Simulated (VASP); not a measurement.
Here is a VASP 6.6.1 calculation.

Contents of POSCAR:

```
AlRu
1.0
    2.9916000000      0.0000000000      0.0000000000
    0.0000000000      2.9916000000      0.0000000000
    0.0000000000      0.0000000000      2.9916000000
Ru Al
1 1
Direct
    0.5000000000      0.5000000000      0.5000000000
    0.0000000000      0.0000000000      0.0000000000
```

The input INCAR.step1:

```
SYSTEM = AlRu
PREC = Accurate ; ENCUT = 520
ISMEAR = 0 ; SIGMA = 0.01
LREAL = .FALSE. ; LASPH = .TRUE.
NELM = 150 ; MAGMOM = 0 0 0 0 0 0
LSORBIT = .TRUE. ; GGA_COMPAT = .FALSE.
LMAXMIX = 4 ; NBANDS = 29
GGA = PE ; ALGO = Normal
EDIFF = 1E-4 ; LWAVE = .TRUE.
LCHARG = .FALSE.
```

INCAR.step2

```
SYSTEM = AlRu
PREC = Accurate ; ENCUT = 520
EDIFF = 1E-6 ; ISMEAR = 0
SIGMA = 0.01 ; LREAL = .FALSE.
LASPH = .TRUE. ; NELM = 150
ALGO = Normal ; ISIF = 2
LWAVE = .FALSE. ; LCHARG = .FALSE.
MAGMOM = 0 0 0 0 0 0 ; LORBIT = 11
LSORBIT = .TRUE. ; GGA_COMPAT = .FALSE.
LORBMOM = .TRUE. ; LMAXMIX = 4
METAGGA = R2SCAN ; LMIXTAU = .TRUE.
IVDW = 13 ; VDW_S6 = 1.0
VDW_S8 = 0.6018749 ; VDW_A1 = 0.51559235
VDW_A2 = 5.77342911 ; NBANDS = 29
ISTART = 1
```

KPOINTS

```
Automatic mesh
0
G
  7 7 7
  0 0 0
```

Potentials or basis: VASP PAW PBE potentials, release 64 (Ru_pv, Al).

The run is started by

```bash
$ cat potpaw_PBE.64/Ru_pv/POTCAR potpaw_PBE.64/Al/POTCAR > POTCAR
$ cp INCAR.step1 INCAR
$ mpirun -np 1 vasp_ncl > vasp.out
$ cp INCAR.step2 INCAR
$ mpirun -np 1 vasp_ncl > vasp.out
```

Task: Predict the dispersion energy per atom.

Result: -0.159 eV.

Task: What does it give for the net moment?

Result: 0.00 μB per cell.

Task: Predict the pressure.

Result: -3.6 GPa.

Moments on the atoms (μB; x, y, z):
```
Ru  0.00 0.00 0.00
Al  0.00 0.00 0.00
```

Caveat: the PAW data sets were made with another functional, which shifts forces and pressure a little.
